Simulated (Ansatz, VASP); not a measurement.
## Two plane-wave programs on Mo

File INCAR:

```
PREC = Accurate
ENCUT = 520
EDIFF = 1E-6
ISMEAR = -1
SIGMA = 0.1
LREAL = F
LASPH = T
NELM = 150
ALGO = Normal
ISIF = 2
LWAVE = F
LCHARG = F
MAGMOM = 0 0 0 0 0 0
LORBIT = 11
LSORBIT = T
GGA_COMPAT = F
LORBMOM = T
LMAXMIX = 4
NBANDS = 40
```

File KPOINTS:

```
regular mesh
0
Gamma
  10 10 10
```

POSCAR

```
Mo
1.0
    0.0000000000      2.7848743761      2.7848743761
    2.7848743761      0.0000000000      2.7848743761
    2.7848743761      2.7848743761      0.0000000000
Mo
2
Direct
    0.1250000000      0.1250000000      0.1250000000
    0.8750000000      0.8750000000      0.8750000000
```

Input for Ansatz:

```yaml
crystal:
  lattice:
    - [0.0, 2.7848743761, 2.7848743761]
    - [2.7848743761, 0.0, 2.7848743761]
    - [2.7848743761, 2.7848743761, 0.0]
  atoms:
    - { symbol: Mo, position: [0.125, 0.125, 0.125] }
    - { symbol: Mo, position: [0.875, 0.875, 0.875] }
hamiltonian:
  xc: lda
  pseudopotentials:
    kind: paw_fr
    azcp:
      Mo: "pseudopotentials/Mo.paw.azcp"
basis:
  ecutwfc: 420
  fft_grid_basis: typed
kpoints:
  mp_grid: { grid: [10, 10, 10], shift: [0, 0, 0] }
magnetization:
  noncollinear: true
  spin_orbit: true
scf:
  occupations: { method: fermi_dirac, width: 0.1 }
output:
  write_density: true
  write_potential: true
  elf: true
  volumetric_format: npy
```

Alike in both runs: task single point; functional LDA; k mesh 10 × 10 × 10; occupations fermi-dirac, width 0.1 eV; non-collinear spin, spin-orbit coupling.

```csv
,VASP,Ansatz
version,VASP 6.6.1,Ansatz 0.2.0
potentials or method,"VASP PAW LDA potentials, release 64 (Mo_sv), cutoff 520 eV","plane waves (420 eV) with PAW, fully relativistic with spin-orbit coupling"
valence electrons in the cell,28,28
```

|  | VASP | Ansatz | Ansatz less VASP |
| --- | --- | --- | --- |
| net moment per atom (μB) | 0.00 | 0.00 | 0.000 |

Ansatz warns that its potentials were made for another functional, while VASP's fit it. LDA's correlation is that of Perdew and Zunger in VASP and of Perdew and Wang (1992) in Ansatz.
